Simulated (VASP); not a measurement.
# Be2CdS2 (C2/m) in VASP: a series of runs

The runs below take Be2CdS2 through single point, with PBE.

Everything below comes from runs of VASP 6.6.1. Logs are shortened: lines on timing, memory, paths and dates and some standing lists are left out, and cuts for length are marked.

## Step 1: The cell of the first run

Symmetry: C2/m, No. 12, monoclinic system. Conventional cell: a = 7.614 Å, b = 3.359 Å, c = 6.199 Å, α = 90.00°, β = 103.22°, γ = 90.00°. Within 3.1 Å of Be (site symmetry m) lie 4 S at 2.32 to 2.36 Å and 3 Be at 2.83 to 2.92 Å and 1 Cd at 2.92 Å. Within 3.1 Å of Cd (site symmetry 2/m) lie 4 S at 2.33 Å and 2 Be at 2.92 Å. S (site symmetry m) has 4 Be at 2.32 to 2.36 Å and 2 Cd at 2.33 Å within 3.1 Å.

## Step 2: Single point, PBE

Input file INCAR:

```
  PREC = Accurate
  ENCUT = 520
  EDIFF = 1E-6
  ISMEAR = 0
  SIGMA = 0.1
  LREAL = False
  LASPH = True
  NELM = 60
  ALGO = Normal
  ISIF = 2
  LWAVE = False
  LCHARG = False
  GGA = PE
  NBANDS = 22
```

Input file KPOINTS:

```
regular mesh
0
Gamma
  6 6 4
```

Input file POSCAR:

```
Be2CdS2
1.0
    3.8070380900     -1.6795038800      0.0000000000
    3.8070380900      1.6795038800      0.0000000000
   -1.4173934400      0.0000000000      6.0350771000
Be Cd S
2 1 2
Direct
    0.1720079900      0.1720079900      0.6466159800
    0.8279920100      0.8279920100      0.3533840200
    0.5000000000      0.5000000000      0.0000000000
    0.1054550000      0.1054550000      0.2568300100
    0.8945450000      0.8945450000      0.7431699900
```

Potentials or basis: VASP PAW PBE potentials, release 64 (Be, Cd, S).

Launch:

```
> cat potpaw_PBE.64/Be/POTCAR potpaw_PBE.64/Cd/POTCAR potpaw_PBE.64/S/POTCAR > POTCAR
> mpirun -np 1 vasp_std > vasp.out
```

OUTCAR:

```text
PREC = Accurate
   ENCUT = 520
   EDIFF = 1E-6
   ISMEAR = 0
   LREAL = False
   LASPH = True
   NELM = 60
   ISIF = 2
   GGA = PE

 ion  position               nearest neighbor table
   1  0.172  0.172  0.647-   5 2.32   4 2.35   5 2.36   5 2.36   3 2.92
   2  0.828  0.828  0.353-   4 2.32   5 2.35   4 2.36   4 2.36   3 2.92
   3  0.500  0.500  0.000-   4 2.33   4 2.33   5 2.33   5 2.33   1 2.92   2 2.92
   4  0.105  0.105  0.257-   2 2.32   3 2.33   3 2.33   1 2.35   2 2.36   2 2.36
   5  0.895  0.895  0.743-   1 2.32   3 2.33   3 2.33   2 2.35   1 2.36   1 2.36

  LATTYP: Found a base centered monoclinic cell.
 ALAT       =     7.6140761800
 B/A-ratio  =     0.4411576245
 C/A-ratio  =     0.8141876822
 COS(beta)  =    -0.2286381372

  Lattice vectors:

 A1 = (   3.8070380900,  -1.6795038800,   0.0000000000)
 A2 = (   3.8070380900,   1.6795038800,   0.0000000000)
 A3 = (  -1.4173934400,   0.0000000000,   6.0350771000)

Analysis of symmetry for initial positions (statically):
=====================================================================
 Subroutine PRICEL returns:
 Original cell was already a primitive cell.

 Routine SETGRP: Setting up the symmetry group for a
 base centered monoclinic supercell.

 Subroutine GETGRP returns: Found  4 space group operations
 (whereof  4 operations were pure point group operations)
 out of a pool of  4 trial point group operations.

The static configuration has the point symmetry C_2h.

Analysis of symmetry for dynamics (positions and initial velocities):
=====================================================================
 Subroutine PRICEL returns:
 Original cell was already a primitive cell.

 Routine SETGRP: Setting up the symmetry group for a
 base centered monoclinic supercell.

 Subroutine GETGRP returns: Found  4 space group operations
 (whereof  4 operations were pure point group operations)
 out of a pool of  4 trial point group operations.

The dynamic configuration has the point symmetry C_2h.

 Subroutine INISYM returns: Found  4 space group operations
 (whereof  4 operations are pure point group operations),
 and found     1 'primitive' translations

----------------------------------------------------------------------------------------

                                     Primitive cell

  volume of cell :      77.1758

  direct lattice vectors                    reciprocal lattice vectors
     3.807038090 -1.679503880  0.000000000     0.131335697 -0.297706963  0.030845398
     3.807038090  1.679503880  0.000000000     0.131335697  0.297706963  0.030845398
    -1.417393440  0.000000000  6.035077100     0.000000000  0.000000000  0.165697966

  length of vectors
     4.161042213  4.161042213  6.199287037     0.326848497  0.326848497  0.165697966

  position of ions in fractional coordinates (direct lattice)
     0.172007990  0.172007990  0.646615980
     0.827992010  0.827992010  0.353384020
     0.500000000  0.500000000  0.000000000
     0.105455000  0.105455000  0.256830010
     0.894545000  0.894545000  0.743169990

  ion indices of the primitive-cell ions
   primitive index   ion index
                 1           1
                 2           2
                 3           3
                 4           4
                 5           5

----------------------------------------------------------------------------------------

 KPOINTS: regular mesh

Automatic generation of k-mesh.
 Grid dimensions read from file:
 generate k-points for:    6    6    4

 Generating k-lattice:

  Cartesian coordinates                     Fractional coordinates (reciprocal lattice)
     0.021889283 -0.049617827  0.005140900     0.166666667  0.000000000 -0.000000000
     0.021889283  0.049617827  0.005140900     0.000000000  0.166666667 -0.000000000
     0.000000000  0.000000000  0.041424491     0.000000000  0.000000000  0.250000000

  Length of vectors
     0.054474749  0.054474749  0.041424491

  Shift w.r.t. Gamma in fractional coordinates (k-lattice)
     0.000000000  0.000000000  0.000000000

 Subroutine IBZKPT returns following result:
 ===========================================

 Found     47 irreducible k-points:

 Following reciprocal coordinates:
            Coordinates               Weight
  0.000000  0.000000  0.000000      1.000000
  0.166667  0.000000 -0.000000      4.000000
  0.333333  0.000000 -0.000000      4.000000
  0.500000  0.000000 -0.000000      2.000000
  0.166667  0.166667 -0.000000      2.000000
  0.333333  0.166667 -0.000000      4.000000
[... 16 lines left out ...]
 -0.333333  0.166667  0.250000      4.000000
 -0.166667  0.166667  0.250000      4.000000
 [... further k-points ...]
   k-points           NKPTS =     47   k-points in BZ     NKDIM =     47   number of bands    NBANDS=     22
   number of dos      NEDOS =    301   number of ions     NIONS =      5
   total plane-waves  NPLWV =  49152
   dimension x,y,z NGX =    32 NGY =   32 NGZ =   48
   dimension x,y,z NGXF=    64 NGYF=   64 NGZF=   96
   ions per type =               2   1   2
   NGX,Y,Z   is equivalent  to a cutoff of  12.78, 12.78, 12.87 a.u.
   NGXF,Y,Z  is equivalent  to a cutoff of  25.57, 25.57, 25.74 a.u.
 SYSTEM =  unknown system
   PREC   = accura    normal or accurate (medium, high low for compatibility)
   ISTART =      0    job   : 0-new  1-cont  2-samecut
   ICHARG =      2    charge: 1-file 2-atom 10-const
   ISPIN  =      1    spin polarized calculation?
   LNONCOLLINEAR =      F non collinear calculations
   LSORBIT =      F    spin-orbit coupling
   LASPH  =      T    aspherical Exc in radial PAW
   ENCUT  =  520.0 eV  38.22 Ry    6.18 a.u.   7.74  7.74 11.53*2*pi/ulx,y,z
   NELM   =     60;   NELMIN=  2; NELMDL= -5     # of ELM steps
   EDIFF  = 0.1E-05   stopping-criterion for ELM
   LREAL  =      F    real-space projection
   EDIFFG = 0.1E-04   stopping-criterion for IOM
   NSW    =      0    number of steps for IOM
   IBRION =     -1    ionic relax: 0-MD 1-quasi-New 2-CG
   NFREE  =      0    steps in history (QN), initial steepest desc. (CG)
   ISIF   =      2    stress and relaxation
   ISYM   =      2    0-nonsym 1-usesym 2-fastsym
   POTIM  = 0.5000    time-step for ionic-motion
   TEBEG  =    0.0;   TEEND  =   0.0 temperature during run
   PSTRESS=    0.0 pullay stress
   NELECT =      28.0000    total number of electrons
   NUPDOWN=      -1.0000    fix difference up-down
   EMIN   =  10.00;   EMAX   =-10.00  energy-range for DOS
   EFERMI =   0.00;   METHOD = LEGACY
   ISMEAR =     0;   SIGMA  =   0.10  broadening in eV -4-tet -1-fermi 0-gaus
   EFERMI_NEDOS =   21; number of points for ismear=-14 and -15
   IALGO  =     38    algorithm
   IMIX   =      4    mixing-type and parameters
     AMIX     =   0.40;   BMIX     =  1.00
     AMIX_MAG =   1.60;   BMIX_MAG =  1.00
  volume/ion in A,a.u.               =      15.44       104.16
  Fermi-wavevector in a.u.,A,eV,Ry     =   1.167617  2.206477 18.549230  1.363330
  Thomas-Fermi vector in A             =   2.304115
   LORBIT       =      0    0 simple, 1 ext, 2 COOP (PROOUT), +10 PAW based schemes
   GGA     = PE    functional components
   LHFCALC =     F    Hartree Fock is set to
   AEXX    =    0.0000 exact exchange contribution
   IVDW    =     0    specifies the selected vdW correction
   LEPSILON=     F    determine dielectric tensor
   LRPA    =     F    only Hartree local field effects (RPA)
 non-spin polarized calculation
 Gauss-broadening in eV      SIGMA  =   0.10
  energy-cutoff  :      520.00
  volume of cell :       77.18
 maximum number of plane-waves:      2091
   NGX = 15   NGY = 15   NGZ = 23

 number of electron      28.0000001 magnetization

 Free energy of the ion-electron system (eV)
  ---------------------------------------------------
  ext. energy  EPLUGINS =         0.00000000
  ---------------------------------------------------
  free energy    TOTEN  =       -13.83366747 eV

  energy without entropy =      -13.82032722  energy(sigma->0) =      -13.82699734

 E-fermi :   6.4744     XC(G=0): -10.2776

 val. band max:        6.4500430052   @ k =  -0.1667   0.3333   0.2500
 cond. band min:       6.4898526538   @ k =   0.3333   0.1667   0.2500
 fundamental gap:      0.0398096487
 Fermi energy:         6.4744414867

 k-point     1 :       0.0000    0.0000    0.0000
  band No.  band energies     occupation
      1     -10.3002      2.00000
      2      -8.7408      2.00000
      3      -4.8264      2.00000
      4      -4.6779      2.00000
      5      -3.8592      2.00000
      6      -3.6813      2.00000
[... 14 lines left out ...]
     21      11.8778      0.00000
     22      12.2417      0.00000

 k-point     2 :       0.1667    0.0000   -0.0000
  band No.  band energies     occupation
      1     -10.0121      2.00000
      2      -8.7876      2.00000
      3      -4.5686      2.00000
      4      -4.4532      2.00000
      5      -3.8169      2.00000
      6      -3.7424      2.00000
[... 14 lines left out ...]
     21      11.0451      0.00000
     22      11.5562      0.00000

 k-point     3 :       0.3333    0.0000   -0.0000
  band No.  band energies     occupation
      1      -9.3001      2.00000
      2      -8.8749      2.00000
      3      -4.1736      2.00000
      4      -3.9727      2.00000
      5      -3.9373      2.00000
      6      -3.7456      2.00000
[... 14 lines left out ...]
     21      11.2764      0.00000
     22      12.4613      0.00000
[... 476 lines left out ...]
 k-point    23 :      -0.3333    0.1667    0.2500
  band No.  band energies     occupation
      1      -9.0344      2.00000
      2      -8.6851      2.00000
      3      -4.4710      2.00000
      4      -4.0643      2.00000
      5      -3.6765      2.00000
      6      -3.5382      2.00000
[... 14 lines left out ...]
     21      11.8286      0.00000
     22      13.2240      0.00000

 k-point    24 :      -0.1667    0.1667    0.2500
  band No.  band energies     occupation
      1      -9.3133      2.00000
      2      -8.9340      2.00000
      3      -4.1980      2.00000
      4      -4.1108      2.00000
      5      -3.9210      2.00000
      6      -3.7643      2.00000
[... 14 lines left out ...]
     21      11.8891      0.00000
     22      12.6813      0.00000

 [... further k-points ...]
[... 5 lines left out ...]
  --------------------------------------------------------------------------------------
  -------------------------------------------------------------------------------------
  Total       -2.4499774     13.6714149      9.7175502      0.0000000      0.0000000      4.0456661
  in kB      -50.8617872    283.8199988    201.7373560      0.0000000      0.0000000     83.9884491
  external PRESSURE =     144.8985225 kB  Pullay stress =       0.0000000 kB

 VOLUME and BASIS-vectors are now :
 -----------------------------------------------------------------------------
  energy-cutoff  :      520.00
  volume of cell :       77.18
      direct lattice vectors                 reciprocal lattice vectors
     3.807038090 -1.679503880  0.000000000     0.131335697 -0.297706963  0.030845398
     3.807038090  1.679503880  0.000000000     0.131335697  0.297706963  0.030845398
    -1.417393440  0.000000000  6.035077100     0.000000000  0.000000000  0.165697966

 POSITION                                       TOTAL-FORCE (eV/Angst)
 -----------------------------------------------------------------------------------
      0.39317      0.00000      3.90238        -0.025346      0.000000     -0.466008
      5.80351      0.00000      2.13270         0.025346      0.000000      0.466008
      3.80704      0.00000      0.00000        -0.000000     -0.000000      0.000000
      0.43891      0.00000      1.54999         1.154825      0.000000      5.165296
      5.75777      0.00000      4.48509        -1.154825      0.000000     -5.165296
 -----------------------------------------------------------------------------------
    total drift:                               -0.000000     -0.000000     -0.000000

  FREE ENERGIE OF THE ION-ELECTRON SYSTEM (eV)
  ---------------------------------------------------
  free  energy   TOTEN  =       -13.8336674670 eV

  energy  without entropy=      -13.8203272193  energy(sigma->0) =      -13.82699734
```

Run time: 79 s. Hardware: 1 thread of Intel Xeon Platinum 8488C (Sapphire Rapids), shared host; peak memory 0.26 GiB.

Results:

```yaml
Free_energy: -13.8337 eV
Pressure: 14.5 GPa
Largest_force: 5.293 eV/Å
Band_gap_on_the_k_mesh: zero (band 14 reaches 7.83 eV, above the bottom of band 15 at 5.46 eV)
```

Forces in eV/Å, atoms in the order of the input:
```
Be  -0.025  0.000 -0.466
Be   0.025  0.000  0.466
Cd   0.000  0.000  0.000
S    1.155  0.000  5.165
S   -1.155  0.000 -5.165
```

Stress tensor (GPa, compression positive):
```
-5.09  0.00  8.40
 0.00 28.38  0.00
 8.40  0.00 20.17
```

Caveat: forces of over 1 eV/Å act on the atoms, so gaps and moduli don't describe the material at rest.

## Step 3: Single point, PBE

This run uses another cell than the first one, of 20.98 Å³/atom, 1.359 times its volume.

Input file INCAR:

```
SYSTEM = Be2CdS2
ALGO = Normal
EDIFF = 1E-7
ENCUT = 520
GGA = PE
ISIF = 2
ISMEAR = 0
LASPH = .TRUE.
LCHARG = .TRUE.
LELF = .TRUE.
LREAL = .FALSE.
LVHAR = .TRUE.
LWAVE = .FALSE.
NBANDS = 22
NELM = 60
PREC = Accurate
SIGMA = 0.1
```

Input file KPOINTS:

```
k-points
0
G
  6 6 4
  0 0 0
```

Input file POSCAR:

```
Be2CdS2
1.0
    2.9761588419     -1.7160526361     -0.0418829471
    2.9761588419      1.7160526361     -0.0418829471
   -1.1744444704      0.0000000000     10.2854769211
Be Cd S
2 1 2
Direct
    0.1836168328      0.1836168328      0.5770961158
    0.8163831672      0.8163831672      0.4229038842
    0.5000000000      0.5000000000      0.0000000000
    0.1361744654      0.1361744654      0.3625859583
    0.8638255346      0.8638255346      0.6374140417
```

Potentials or basis: VASP PAW PBE potentials, release 64 (Be, Cd, S).

Launch:

```
> cat potpaw_PBE.64/Be/POTCAR potpaw_PBE.64/Cd/POTCAR potpaw_PBE.64/S/POTCAR > POTCAR
> mpirun -np 1 vasp_std > vasp.out
```

OUTCAR:

```text
SYSTEM = Be2CdS2
   EDIFF = 1E-7
   ENCUT = 520
   GGA = PE
   ISIF = 2
   ISMEAR = 0
   LASPH = .TRUE.
   LREAL = .FALSE.
   NELM = 60
   PREC = Accurate

 ion  position               nearest neighbor table
   1  0.184  0.184  0.577-   5 2.08   5 2.08   5 2.08   4 2.20
   2  0.816  0.816  0.423-   4 2.08   4 2.08   4 2.08   5 2.20
   3  0.500  0.500  0.000-
   4  0.136  0.136  0.363-   2 2.08   2 2.08   2 2.08   1 2.20
   5  0.864  0.864  0.637-   1 2.08   1 2.08   1 2.08   2 2.20

  LATTYP: Found a base centered monoclinic cell.
 ALAT       =     5.9529070658
 B/A-ratio  =     0.5765427268
 C/A-ratio  =     1.7390346394
 COS(beta)  =    -0.1274169071

  Lattice vectors:

 A1 = (   2.9761588419,  -1.7160526361,  -0.0418829471)
 A2 = (   2.9761588419,   1.7160526361,  -0.0418829471)
 A3 = (  -1.1744444704,   0.0000000000,  10.2854769211)

Analysis of symmetry for initial positions (statically):
[... 174 lines left out ...]
  ext. energy  EPLUGINS =         0.00000000
  ---------------------------------------------------
  free energy    TOTEN  =       -19.97117207 eV

  energy without entropy =      -19.96740308  energy(sigma->0) =      -19.96928758

 E-fermi :   3.4913     XC(G=0):  -8.5603

 val. band max:        3.4841566630   @ k =   0.5000  -0.0000   0.2500
 cond. band min:       3.4993592281   @ k =   0.5000   0.0000  -0.0000
 fundamental gap:      0.0152025651
 Fermi energy:         3.4912781894

 k-point     1 :       0.0000    0.0000    0.0000
  band No.  band energies     occupation
      1     -12.9251      2.00000
      2     -11.6917      2.00000
      3      -5.1618      2.00000
      4      -4.9463      2.00000
      5      -4.9426      2.00000
      6      -4.7682      2.00000
[... 589 lines left out ...]
     21       8.5583      0.00000
     22       8.8287      0.00000

 [... further k-points ...]
[... 5 lines left out ...]
  --------------------------------------------------------------------------------------
  -------------------------------------------------------------------------------------
  Total        0.0035306      0.0042319      0.0304088      0.0000000      0.0000000      0.0019401
  in kB        0.0539285      0.0646404      0.4644796      0.0000000      0.0000000      0.0296338
  external PRESSURE =       0.1943495 kB  Pullay stress =       0.0000000 kB

 VOLUME and BASIS-vectors are now :
 -----------------------------------------------------------------------------
  energy-cutoff  :      520.00
  volume of cell :      104.89
      direct lattice vectors                 reciprocal lattice vectors
     2.976158842 -1.716052636 -0.041882947     0.168272182 -0.291366354  0.019214115
     2.976158842  1.716052636 -0.041882947     0.168272182  0.291366354  0.019214115
    -1.174444470  0.000000000 10.285476921     0.001370425  0.000000000  0.097380947

 POSITION                                       TOTAL-FORCE (eV/Angst)
 -----------------------------------------------------------------------------------
      0.41518      0.00000      5.92033        -0.000437      0.000000     -0.020494
      4.36269      0.00000      4.28138         0.000437      0.000000      0.020494
      2.97616      0.00000     -0.04188        -0.000000      0.000000      0.000000
      0.38472      0.00000      3.71796        -0.000704      0.000000     -0.018873
      4.39316      0.00000      6.48375         0.000704      0.000000      0.018873
 -----------------------------------------------------------------------------------
    total drift:                                0.000000      0.000000      0.000000

  FREE ENERGIE OF THE ION-ELECTRON SYSTEM (eV)
  ---------------------------------------------------
  free  energy   TOTEN  =       -19.9711720745 eV

  energy  without entropy=      -19.9674030798  energy(sigma->0) =      -19.96928758
```

Wall time 2.5 min (1 thread of Intel Xeon Platinum 8488C (Sapphire Rapids), shared host); peak memory 0.3 GiB.

What came out:

- Free energy: -19.9712 eV
- Pressure: 0.0 GPa
- Largest force: 0.020 eV/Å
- Band gap on the k mesh: zero (band 14 reaches 3.75 eV, above the bottom of band 15 at 3.33 eV)

Forces on the atoms (eV/Å):
```
Be   0.000  0.000 -0.020
Be   0.000  0.000  0.020
Cd   0.000  0.000  0.000
S   -0.001  0.000 -0.019
S    0.001  0.000  0.019
```
